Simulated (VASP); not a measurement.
Input of a VASP 6.6.1 run:

File POSCAR:

```
NaCl
1.0
    0.0000000000      2.6546605806      2.6546605806
    2.6546605806      0.0000000000      2.6546605806
    2.6546605806      2.6546605806      0.0000000000
Na Cl
1 1
Direct
    0.0000000000      0.0000000000      0.0000000000
    0.5000000000      0.5000000000      0.5000000000
```

INCAR.step1

```
PREC     = Accurate       # precision mode
ENCUT    = 600            # plane-wave cutoff, eV
ISMEAR   = 0              # smearing method
SIGMA    = 0.1            # smearing width, eV
LREAL    = False          # projectors in reciprocal space
LASPH    = True           # aspherical terms in the spheres
NELM     = 100            # most SCF steps
GGA      = PE             # functional
ALGO     = Normal         # electronic algorithm
EDIFF    = 1E-4           # SCF threshold, eV
LWAVE    = True           # write WAVECAR
LCHARG   = False          # write CHGCAR
```

The input INCAR.step2:

```
PREC     = Accurate       # precision mode
ENCUT    = 600            # plane-wave cutoff, eV
EDIFF    = 1E-6           # SCF threshold, eV
ISMEAR   = 0              # smearing method
SIGMA    = 0.1            # smearing width, eV
LREAL    = False          # projectors in reciprocal space
LASPH    = True           # aspherical terms in the spheres
NELM     = 100            # most SCF steps
ALGO     = Normal         # electronic algorithm
ISIF     = 3              # what is computed and relaxed
LWAVE    = False          # write WAVECAR
LCHARG   = False          # write CHGCAR
METAGGA  = R2SCAN         # meta-GGA
LMIXTAU  = True         
IBRION   = 2              # ionic algorithm
NSW      = 80             # ionic steps
EDIFFG   = -0.05          # ionic threshold
PSTRESS  = 66.6         
ISTART   = 1
```

KPOINTS

```
regular mesh
0
Gamma
  6 6 6
```

Potentials or basis: VASP PAW PBE potentials, release 64 (Na_pv, Cl).

Launch:

```bash
$ cat potpaw_PBE.64/Na_pv/POTCAR potpaw_PBE.64/Cl/POTCAR > POTCAR
$ cp INCAR.step1 INCAR
$ mpirun -np 1 vasp_std > vasp.out
$ cp INCAR.step2 INCAR
$ mpirun -np 1 vasp_std > vasp.out
```

(1) Estimate the band gap on the k mesh.

Answers

(1) 6.78 eV, direct.

Caveat: the relaxation stopped at its first step, so nothing moved; the cell is relaxed towards a set pressure, so the enthalpy falls and the energy may rise.
